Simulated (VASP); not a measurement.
# Si2Mo (I4/mmm) in VASP: settings compared

Si2Mo is run at these levels: LDA, PBE+D4, r2SCAN, r2SCAN+D4; tasks: relaxation of shape and atoms at fixed volume.

Everything below comes from runs of VASP 6.6.1. Logs are shortened: lines on timing, memory, paths and dates and some standing lists are left out, and cuts for length are marked.

**1. The cell of the first run**

The structure is tetragonal, space group I4/mmm (No. 139). The conventional cell has a = 3.154 Å, b = 3.154 Å, c = 7.723 Å, α = 90.00°, β = 90.00°, γ = 90.00°. Si (site symmetry 4mm) has 9 Si at 2.54 to 3.15 Å and 5 Mo at 2.57 to 2.59 Å within 3.4 Å. Within 3.4 Å of Mo (site symmetry 4/mmm) lie 10 Si at 2.57 to 2.59 Å and 4 Mo at 3.15 Å.

**2. Relaxation of shape and atoms at fixed volume, LDA (volume scaled by 0.98)**

The input, INCAR:

```
ALGO = Normal
EDIFF = 1E-6
EDIFFG = -0.01
ENCUT = 600
GGA = CA
IBRION = 2
ISIF = 4
ISMEAR = 0
LASPH = True
LCHARG = False
LREAL = False
LWAVE = False
NELM = 80
NSW = 60
PREC = Accurate
SIGMA = 0.05
```

The input, KPOINTS:

```
k-points
0
Gamma
  10 10 10
```

The input, POSCAR:

```
Si2Mo
1.0
   -1.5769580971      1.5769580971      3.8612592454
    1.5769580971     -1.5769580971      3.8612592454
    1.5769580971      1.5769580971     -3.8612592454
Si Mo
2 1
Direct
    0.3354608797      0.3354608797      0.0000000000
    0.6645391203      0.6645391203      0.0000000000
    0.0000000000      0.0000000000      0.0000000000
```

Potentials or basis: VASP PAW LDA potentials, release 64 (Si, Mo_sv).

On the command line:

```sh
$ cat potpaw_LDA.64/Si/POTCAR potpaw_LDA.64/Mo_sv/POTCAR > POTCAR
$ mpirun -np 1 vasp_std > vasp.out
```

OUTCAR:

```text
EDIFF = 1E-6
   EDIFFG = -0.01
   ENCUT = 600
   GGA = CA
   IBRION = 2
   ISIF = 4
   ISMEAR = 0
   LASPH = True
   LREAL = False
   NELM = 80
   NSW = 60
   PREC = Accurate

 ion  position               nearest neighbor table
   1  0.335  0.335  0.000-   2 2.54   3 2.57   3 2.57   3 2.57   3 2.57   3 2.59   2 2.59   2 2.59
                             2 2.59   2 2.59
   2  0.665  0.665  0.000-   1 2.54   3 2.57   3 2.57   3 2.57   3 2.57   3 2.59   1 2.59   1 2.59
                             1 2.59   1 2.59
   3  0.000  0.000  0.000-   2 2.57   2 2.57   1 2.57   2 2.57   1 2.57   1 2.57   2 2.57   1 2.57
                             1 2.59   2 2.59

  LATTYP: Found a body centered tetragonal cell.
 ALAT       =     3.1539161942
 C/A-ratio  =     2.4485490467

  Lattice vectors:

 A1 = (  -1.5769580971,   1.5769580971,   3.8612592454)
 A2 = (   1.5769580971,  -1.5769580971,   3.8612592454)
 A3 = (   1.5769580971,   1.5769580971,  -3.8612592454)

Analysis of symmetry for initial positions (statically):
=====================================================================
 Subroutine PRICEL returns:
 Original cell was already a primitive cell.

 Routine SETGRP: Setting up the symmetry group for a
 body centered tetragonal supercell.

 Subroutine GETGRP returns: Found 16 space group operations
 (whereof 16 operations were pure point group operations)
 out of a pool of 16 trial point group operations.

The static configuration has the point symmetry D_4h.

Analysis of symmetry for dynamics (positions and initial velocities):
=====================================================================
 Subroutine PRICEL returns:
 Original cell was already a primitive cell.

 Routine SETGRP: Setting up the symmetry group for a
 body centered tetragonal supercell.

 Subroutine GETGRP returns: Found 16 space group operations
 (whereof 16 operations were pure point group operations)
 out of a pool of 16 trial point group operations.

The dynamic configuration has the point symmetry D_4h.

 Subroutine INISYM returns: Found 16 space group operations
 (whereof 16 operations are pure point group operations),
 and found     1 'primitive' translations

----------------------------------------------------------------------------------------

                                     Primitive cell

  volume of cell :      38.4087

  direct lattice vectors                    reciprocal lattice vectors
    -1.576958097  1.576958097  3.861259245     0.000000000  0.317066129  0.129491435
     1.576958097 -1.576958097  3.861259245     0.317066129  0.000000000  0.129491435
     1.576958097  1.576958097 -3.861259245     0.317066129  0.317066129  0.000000000

  length of vectors
     4.459026423  4.459026423  4.459026423     0.342489361  0.342489361  0.448399220

  position of ions in fractional coordinates (direct lattice)
     0.335460880  0.335460880  0.000000000
     0.664539120  0.664539120  0.000000000
     0.000000000  0.000000000  0.000000000

  ion indices of the primitive-cell ions
   primitive index   ion index
                 1           1
                 2           2
                 3           3

----------------------------------------------------------------------------------------

 KPOINTS: k-points

Automatic generation of k-mesh.
 Grid dimensions read from file:
 generate k-points for:   10   10   10

 Generating k-lattice:

  Cartesian coordinates                     Fractional coordinates (reciprocal lattice)
     0.000000000  0.031706613  0.012949143     0.100000000  0.000000000  0.000000000
     0.031706613  0.000000000  0.012949143     0.000000000  0.100000000  0.000000000
     0.031706613  0.031706613  0.000000000     0.000000000  0.000000000  0.100000000

  Length of vectors
     0.034248936  0.034248936  0.044839922

  Shift w.r.t. Gamma in fractional coordinates (k-lattice)
     0.000000000  0.000000000  0.000000000

 Subroutine IBZKPT returns following result:
 ===========================================

 Found    102 irreducible k-points:

 Following reciprocal coordinates:
            Coordinates               Weight
  0.000000  0.000000  0.000000      1.000000
  0.100000 -0.000000  0.000000      8.000000
  0.200000 -0.000000  0.000000      8.000000
  0.300000 -0.000000  0.000000      8.000000
  0.400000 -0.000000  0.000000      8.000000
  0.500000 -0.000000  0.000000      4.000000
[... 16 lines left out ...]
  0.300000  0.300000  0.000000      8.000000
  0.400000  0.300000  0.000000     16.000000
 [... further k-points ...]
   k-points           NKPTS =    102   k-points in BZ     NKDIM =    102   number of bands    NBANDS=     15
   number of dos      NEDOS =    301   number of ions     NIONS =      3
   total plane-waves  NPLWV =  46656
   dimension x,y,z NGX =    36 NGY =   36 NGZ =   36
   dimension x,y,z NGXF=    72 NGYF=   72 NGZF=   72
   ions per type =               2   1
   NGX,Y,Z   is equivalent  to a cutoff of  13.42, 13.42, 13.42 a.u.
   NGXF,Y,Z  is equivalent  to a cutoff of  26.84, 26.84, 26.84 a.u.
 SYSTEM =  unknown system
   PREC   = accura    normal or accurate (medium, high low for compatibility)
   ISTART =      0    job   : 0-new  1-cont  2-samecut
   ICHARG =      2    charge: 1-file 2-atom 10-const
   ISPIN  =      1    spin polarized calculation?
   LNONCOLLINEAR =      F non collinear calculations
   LSORBIT =      F    spin-orbit coupling
   LASPH  =      T    aspherical Exc in radial PAW
   ENCUT  =  600.0 eV  44.10 Ry    6.64 a.u.   8.91  8.91  8.91*2*pi/ulx,y,z
   NELM   =     80;   NELMIN=  2; NELMDL= -5     # of ELM steps
   EDIFF  = 0.1E-05   stopping-criterion for ELM
   LREAL  =      F    real-space projection
   EDIFFG = -.1E-01   stopping-criterion for IOM
   NSW    =     60    number of steps for IOM
   IBRION =      2    ionic relax: 0-MD 1-quasi-New 2-CG
   NFREE  =      1    steps in history (QN), initial steepest desc. (CG)
   ISIF   =      4    stress and relaxation
   ISYM   =      2    0-nonsym 1-usesym 2-fastsym
   POTIM  = 0.5000    time-step for ionic-motion
   TEBEG  =    0.0;   TEEND  =   0.0 temperature during run
   PSTRESS=    0.0 pullay stress
   NELECT =      22.0000    total number of electrons
   NUPDOWN=      -1.0000    fix difference up-down
   EMIN   =  10.00;   EMAX   =-10.00  energy-range for DOS
   EFERMI =   0.00;   METHOD = LEGACY
   ISMEAR =     0;   SIGMA  =   0.05  broadening in eV -4-tet -1-fermi 0-gaus
   EFERMI_NEDOS =   21; number of points for ismear=-14 and -15
   IALGO  =     38    algorithm
   IMIX   =      4    mixing-type and parameters
     AMIX     =   0.40;   BMIX     =  1.00
     AMIX_MAG =   1.60;   BMIX_MAG =  1.00
  volume/ion in A,a.u.               =      12.80        86.40
  Fermi-wavevector in a.u.,A,eV,Ry     =   1.359584  2.569241 25.149934  1.848468
  Thomas-Fermi vector in A             =   2.486319
   LORBIT       =      0    0 simple, 1 ext, 2 COOP (PROOUT), +10 PAW based schemes
   GGA     = CA    functional components
   LHFCALC =     F    Hartree Fock is set to
   AEXX    =    0.0000 exact exchange contribution
   IVDW    =     0    specifies the selected vdW correction
   LEPSILON=     F    determine dielectric tensor
   LRPA    =     F    only Hartree local field effects (RPA)
 conjugate gradient relaxation of ions
 non-spin polarized calculation
 Gauss-broadening in eV      SIGMA  =   0.05
  energy-cutoff  :      600.00
  volume of cell :       38.41
 maximum number of plane-waves:      1304
   NGX = 17   NGY = 17   NGZ = 17

--------------------------------------- Ionic step        1  -------------------------------------------

 number of electron      22.0000000 magnetization

 Free energy of the ion-electron system (eV)
  ---------------------------------------------------
  ext. energy  EPLUGINS =         0.00000000
  ---------------------------------------------------
  free energy    TOTEN  =       -25.80297627 eV

  energy without entropy =      -25.80250949  energy(sigma->0) =      -25.80274288

------------------------ aborting loop because EDIFF is reached ----------------------------------------

  FORCE on cell =-STRESS in cart. coord.  units (eV):
  Direction    XX          YY          ZZ          XY          YZ          ZX
  --------------------------------------------------------------------------------------
  -------------------------------------------------------------------------------------
  Total        1.2697357      1.2697357      1.4265147      0.0000000      0.0000000      0.0000000
  in kB       52.9656932     52.9656932     59.5055627      0.0000000      0.0000000      0.0000000
  external PRESSURE =      55.1456497 kB  Pullay stress =       0.0000000 kB
[... 96 lines left out ...]
  energy  without entropy=      -25.8027189705  energy(sigma->0) =      -25.80297467

--------------------------------------- Ionic step        4  -------------------------------------------

 number of electron      22.0000000 magnetization

 Free energy of the ion-electron system (eV)
  ---------------------------------------------------
  ext. energy  EPLUGINS =         0.00000000
  ---------------------------------------------------
  free energy    TOTEN  =       -25.80324573 eV

  energy without entropy =      -25.80273213  energy(sigma->0) =      -25.80298893

 E-fermi :  12.8301     XC(G=0): -12.7720

 val. band max:       12.8083436603   @ k =  -0.2000  -0.3000   0.2000
 cond. band min:      12.8801826841   @ k =   0.5000   0.5000   0.3000
 fundamental gap:      0.0718390237
 Fermi energy:        12.8300829872

 k-point     1 :       0.0000    0.0000    0.0000
  band No.  band energies     occupation
      1     -47.4013      2.00000
      2     -21.7854      2.00000
      3     -21.6704      2.00000
      4     -21.6704      2.00000
      5      -0.8181      2.00000
      6       6.2442      2.00000
      7       9.5635      2.00000
      8       9.6047      2.00000
      9      10.1677      2.00000
     10      10.1677      2.00000
     11      13.3097      0.00000
     12      16.0010      0.00000
     13      16.3159      0.00000
     14      16.5642      0.00000
     15      16.5642      0.00000
[... 397 lines left out ...]
 k-point    24 :       0.4000    0.3000    0.0000
  band No.  band energies     occupation
      1     -47.3648      2.00000
      2     -21.9217      2.00000
      3     -21.8372      2.00000
      4     -21.7440      2.00000
      5       3.3482      2.00000
      6       4.4102      2.00000
      7       6.9967      2.00000
      8       8.9081      2.00000
      9       9.8292      2.00000
     10      10.5720      2.00000
     11      10.9338      2.00000
     12      13.5054      0.00000
     13      14.4536      0.00000
     14      16.4495      0.00000
     15      18.0777      0.00000

 [... further k-points ...]
[... 5 lines left out ...]
  --------------------------------------------------------------------------------------
  -------------------------------------------------------------------------------------
  Total        1.2964689      1.2964689      1.3067033      0.0000000      0.0000000      0.0000000
  in kB       54.0808411     54.0808411     54.5077556      0.0000000      0.0000000      0.0000000
  external PRESSURE =      54.2231460 kB  Pullay stress =       0.0000000 kB
[... 18 lines left out ...]
  FREE ENERGIE OF THE ION-ELECTRON SYSTEM (eV)
  ---------------------------------------------------
  free  energy   TOTEN  =       -25.8032457305 eV

  energy  without entropy=      -25.8027321312  energy(sigma->0) =      -25.80298893

 reached required accuracy - stopping structural energy minimisation
```

Run time: 2.3 min. Hardware: 1 thread of Intel Xeon Platinum 8375C at 2.90GHz (Ice Lake), shared host; peak memory 0.22 GiB.

Results:

- Free energy: -25.8032 eV
- Energy gained by relaxing: 0.1 meV/atom
- Ionic steps: 4
- Pressure after relaxing: 5.4 GPa
- Largest force after relaxing: 0.003 eV/Å
- Band gap on the k mesh: zero (band 11 reaches 13.41 eV, above the bottom of band 12 at 12.45 eV)

Forces in eV/Å, atoms in the order of the input:
```
Si   0.000  0.000  0.003
Si   0.000  0.000 -0.003
Mo   0.000  0.000  0.000
```

Step by step:
| step | energy change (eV) | largest force (eV/Å) | pressure (GPa) | volume (Å³) |
| --- | --- | --- | --- | --- |
| 1 | 0.0000 | 0.0643 | 5.51 | 38.41 |
| 2 | -0.0002 | 0.0017 | 5.40 | 38.41 |
| 3 | -0.0003 | 0.0130 | 5.43 | 38.41 |
| 4 | -0.0003 | 0.0033 | 5.42 | 38.41 |

Final structure:
```
CELL_PARAMETERS angstrom
-1.57625 1.57625 3.86472
1.57625 -1.57625 3.86472
1.57625 1.57625 -3.86472
ATOMIC_POSITIONS crystal
Si 0.33505 0.33505 0.00000
Si 0.66495 0.66495 0.00000
Mo 0.00000 0.00000 0.00000
```

Levels at points of the mesh, in eV from the Fermi level:
| k point | band 7 | band 8 | band 9 | band 10 | band 11 | band 12 | band 13 | band 14 | band 15 |
| --- | --- | --- | --- | --- | --- | --- | --- | --- | --- |
| (0.00, 0.00, 0.00) | -3.27 | -3.23 | -2.66 | -2.66 | 0.48 | 3.17 | 3.49 | 3.73 | 3.73 |
| (0.50, 0.00, 0.00) | -5.06 | -4.50 | -2.67 | -2.63 | -0.48 | 2.47 | 3.25 | 4.38 | 4.47 |
| (0.50, 0.50, 0.00) | -5.71 | -5.10 | -4.52 | -3.16 | -1.08 | 2.52 | 2.99 | 3.38 | 3.57 |
| (0.50, 0.50, 0.50) | -3.73 | -2.25 | -0.54 | -0.54 | -0.38 | -0.38 | 0.63 | 4.94 | 5.64 |

Caveat: the cell differs from its parent crystal (volume scaled by 0.98).

**3. Relaxation of shape and atoms at fixed volume, LDA**

This run uses another cell than the first one, of 12.91 Å³/atom, 1.008 times its volume.

The input, INCAR:

```
PREC = Accurate
ENCUT = 600
EDIFF = 1E-6
ISMEAR = 0
SIGMA = 0.05
LREAL = False
LASPH = True
NELM = 80
ALGO = Normal
ISIF = 4
LWAVE = False
LCHARG = False
IBRION = 2
NSW = 60
EDIFFG = -0.04
```

The input, KPOINTS:

```
regular mesh
0
Gamma
  10 10 10
```

The input, POSCAR:

```
Si2Mo
1.0
   -1.5818497330      1.5818497330      3.8697791886
    1.5818497330     -1.5818497330      3.8697791886
    1.5818497330      1.5818497330     -3.8697791886
Si Mo
2 1
Direct
    0.3359740690      0.3359740690      0.0000000000
    0.6640259310      0.6640259310      0.0000000000
    0.0000000000      0.0000000000      0.0000000000
```

Potentials or basis: VASP PAW LDA potentials, release 64 (Si, Mo_sv).

On the command line:

```sh
$ cat potpaw_LDA.64/Si/POTCAR potpaw_LDA.64/Mo_sv/POTCAR > POTCAR
$ mpirun -np 1 vasp_std > vasp.out
```

Run time: 92 s. Hardware: 1 thread of Intel Xeon Platinum 8375C at 2.90GHz (Ice Lake), shared host; peak memory 0.22 GiB.

It converged, with:

* Free energy: -25.8122 eV
* Energy gained by relaxing: 0.3 meV/atom
* Ionic steps: 2
* Pressure after relaxing: 3.3 GPa
* Band gap on the k mesh: zero (band 11 reaches 13.27 eV, above the bottom of band 12 at 12.33 eV)

Stress tensor (GPa, compression positive):
```
3.54 0.00 0.00
0.00 3.54 0.00
0.00 0.00 2.95
```

The path:
```
step  energy change (eV)  largest force (eV/Å)  pressure (GPa)  volume (Å³)
   1              0.0000                0.1253            3.54        38.73
   2             -0.0008                0.0016            3.35        38.73
```

Final structure:
```
Si Mo
1.0
    -1.58016    1.58016    3.87805
     1.58016   -1.58016    3.87805
     1.58016    1.58016   -3.87805
Si Mo
2 1
Direct
  0.33519 0.33519 0.00000
  0.66481 0.66481 0.00000
  0.00000 0.00000 0.00000
```

Levels at points of the mesh, in eV from the Fermi level:
| k point | band 7 | band 8 | band 9 | band 10 | band 11 | band 12 | band 13 | band 14 | band 15 |
| --- | --- | --- | --- | --- | --- | --- | --- | --- | --- |
| (0.00, 0.00, 0.00) | -3.30 | -3.19 | -2.63 | -2.63 | 0.48 | 3.21 | 3.44 | 3.70 | 3.70 |
| (0.50, 0.00, 0.00) | -5.04 | -4.48 | -2.64 | -2.60 | -0.47 | 2.44 | 3.24 | 4.34 | 4.39 |
| (0.50, 0.50, 0.00) | -5.67 | -5.10 | -4.48 | -3.14 | -1.09 | 2.49 | 2.94 | 3.34 | 3.53 |
| (0.50, 0.50, 0.50) | -3.68 | -2.23 | -0.54 | -0.54 | -0.37 | -0.37 | 0.62 | 4.89 | 5.52 |

**4. Relaxation of shape and atoms at fixed volume, PBE+D4 (volume scaled by 0.98)**

The input, INCAR:

```
  ALGO = Normal
  EDIFF = 1E-6
  EDIFFG = -0.01
  ENCUT = 600
  GGA = PE
  IBRION = 2
  ISIF = 4
  ISMEAR = 0
  IVDW = 13
  LASPH = T
  LCHARG = F
  LREAL = F
  LWAVE = F
  NELM = 100
  NSW = 60
  PREC = Accurate
  SIGMA = 0.05
```

The input, KPOINTS:

```
k-points
0
Gamma
  10 10 10
```

The input, POSCAR:

```
Si2Mo
1.0
   -1.5819771910      1.5819771910      3.8741224969
    1.5819771910     -1.5819771910      3.8741224969
    1.5819771910      1.5819771910     -3.8741224969
Si Mo
2 1
Direct
    0.3349095674      0.3349095674      0.0000000000
    0.6650904326      0.6650904326      0.0000000000
    0.0000000000      0.0000000000      0.0000000000
```

Potentials or basis: VASP PAW PBE potentials, release 64 (Si, Mo_sv).

On the command line:

```sh
$ cat potpaw_PBE.64/Si/POTCAR potpaw_PBE.64/Mo_sv/POTCAR > POTCAR
$ mpirun -np 1 vasp_std > vasp.out
```

Wall time 2.4 min (1 thread of Intel Xeon Platinum 8375C at 2.90GHz (Ice Lake), shared host); peak memory 0.25 GiB.

Results (log left out):

* Free energy: -24.9084 eV
* Energy gained by relaxing: 0.1 meV/atom
* Ionic steps: 4
* Pressure after relaxing: 4.8 GPa
* Band gap on the k mesh: zero (band 11 reaches 13.32 eV, above the bottom of band 12 at 12.34 eV)
* Dispersion energy per atom: -0.572 eV

Step by step:
```csv
step,energy change (eV),largest force (eV/Å),pressure (GPa),volume (Å³)
1,0.0000,0.0480,4.88,38.78
2,-0.0001,0.0018,4.78,38.78
3,-0.0002,0.0128,4.81,38.78
4,-0.0002,0.0015,4.80,38.78
```

Final structure:
```cif
data_structure
_symmetry_space_group_name_H-M 'P 1'
_symmetry_Int_Tables_number 1
_cell_length_a 4.4766
_cell_length_b 4.4766
_cell_length_c 4.4766
_cell_angle_alpha 138.632
_cell_angle_beta 138.632
_cell_angle_gamma 59.936
_cell_volume 38.78
loop_
_atom_site_label
_atom_site_type_symbol
_atom_site_fract_x
_atom_site_fract_y
_atom_site_fract_z
_atom_site_occupancy
Si1 Si 0.33461 0.33461 0.00000 1
Si2 Si 0.66539 0.66539 0.00000 1
Mo1 Mo 0.00000 0.00000 0.00000 1
```

Levels at points of the mesh, in eV from the Fermi level:
| k point | band 9 | band 10 | band 11 | band 12 | band 13 | band 14 |
| --- | --- | --- | --- | --- | --- | --- |
| (0.00, 0.00, 0.00) | -2.66 | -2.66 | 0.47 | 3.11 | 3.44 | 3.73 |
| (0.50, 0.00, 0.00) | -2.64 | -2.60 | -0.48 | 2.47 | 3.22 | 4.37 |
| (0.50, 0.50, 0.00) | -4.52 | -3.14 | -1.12 | 2.53 | 2.97 | 3.32 |
| (0.50, 0.50, 0.50) | -0.54 | -0.54 | -0.41 | -0.41 | 0.62 | 4.92 |

Caveat: the cell differs from its parent crystal (volume scaled by 0.98); pairwise dispersion overbinds metals, which lowers pressure and volume.

(Part 1 of 2 ends here.)
